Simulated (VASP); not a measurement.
Crystal: FeO.

```xyz
2
Lattice="0.0000 2.1114 2.1114 2.1114 0.0000 2.1114 2.1114 2.1114 0.0000" Properties=species:S:1:pos:R:3 pbc="T T T"
Fe    0.0000    0.0000    0.0000
O     2.1114    2.1114    2.1114
```

Base run:

```yaml
Program: VASP 6.6.1
Functional: BLYP
Dispersion: D4
Potentials_or_basis: VASP PAW PBE potentials, release 64 (Fe_sv, O)
Cutoff: 700 eV
k_mesh: 11 × 11 × 11
Occupations: fermi-dirac, width 0.05 eV
Spin: collinear spin, ferromagnetic start
Starting_moments: "[3.0, 0.0] μB"
```

Its results: band gap on the k mesh zero (filled and empty bands overlap); pressure 12.6 GPa; net moment 3.99 μB per cell; site moments Fe +3.45; O +0.33 μB.

Q: The run is repeated on the same cell with these changes: functional from BLYP to PBEsol. What comes out?

A: Band gap on the k mesh zero (filled and empty bands overlap); pressure 0.5 GPa; net moment 4.00 μB per cell; site moments Fe +3.46; O +0.31 μB.

PBEsol binds more tightly than BLYP, so the same cell stands under less pressure.

Caveats: the PAW data sets were made with another functional, which shifts forces and pressure a little; a cell with one magnetic atom can't hold antiferromagnetic order, which such compounds often take; semilocal functionals often make such compounds metallic where correlation or magnetic order opens a gap, which also shifts bond lengths; the cell stands under pressure (at least some runs).
